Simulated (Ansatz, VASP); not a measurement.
# Fe: VASP beside Ansatz

File INCAR:

```
SYSTEM = Fe
  ALGO = Normal
  EDIFF = 1E-6
  ENCUT = 520
  GGA = PE
  ISIF = 2
  ISMEAR = -1
  ISPIN = 2
  LASPH = .TRUE.
  LCHARG = .FALSE.
  LMAXMIX = 4
  LORBIT = 11
  LREAL = .FALSE.
  LWAVE = .FALSE.
  MAGMOM = 2.208
  NBANDS = 14
  NELM = 150
  PREC = Accurate
  SIGMA = 0.05
```

The input KPOINTS:

```
k-points
0
G
  25 25 25
  0 0 0
```

The input POSCAR:

```
Fe
1.0
   -1.4349437191      1.4349437191      1.4349437191
    1.4349437191     -1.4349437191      1.4349437191
    1.4349437191      1.4349437191     -1.4349437191
Fe
1
Direct
    0.0000000000      0.0000000000      0.0000000000
```

Input for Ansatz:

```yaml
crystal:
  lattice:
    - [-1.4349437191, 1.4349437191, 1.4349437191]
    - [1.4349437191, -1.4349437191, 1.4349437191]
    - [1.4349437191, 1.4349437191, -1.4349437191]
  atoms:
    - { symbol: Fe, position: [0.0, 0.0, 0.0], spin: 2.208 }
hamiltonian:
  xc: pbe
  pseudopotentials:
    kind: paw
    azcp:
      Fe: "pseudopotentials/Fe.paw.azcp"
basis:
  ecutwfc: 420
  fft_grid_basis: typed
kpoints:
  mp_grid: { grid: [25, 25, 25], shift: [0, 0, 0] }
magnetization:
  spin_polarized: true
scf:
  occupations: { method: fermi_dirac, width: 0.05 }
output:
  stress: true
```

Alike in both runs: task single point; functional PBE; k mesh 25 × 25 × 25; occupations fermi-dirac, width 0.05 eV; collinear spin.

|  | VASP | Ansatz |
| --- | --- | --- |
| version | VASP 6.6.1 | Ansatz 0.2.0 |
| potentials or method | VASP PAW PBE potentials, release 64 (Fe), cutoff 520 eV | plane waves (420 eV) with PAW, scalar-relativistic |
| valence electrons in the cell | 8 | 16 |

VASP gave:

```
pressure (GPa)                                                : -6.8
net moment per atom (μB)                                      : 2.26
size of the moment on the site where the two differ most (μB) : 2.26
```

Task: What did Ansatz give for the same quantities?

Result: Pressure (GPa): -7.0; net moment per atom (μB): 2.23; size of the moment on the site where the two differ most (μB): 2.29.

Site moments also hang on the region over which each program counts them. With one functional, cell and mesh, what is left measures potentials, basis and numerics. VASP's potentials hold 8 valence electrons a cell and Ansatz's 16, so a difference there can come from the potentials and not from the codes.
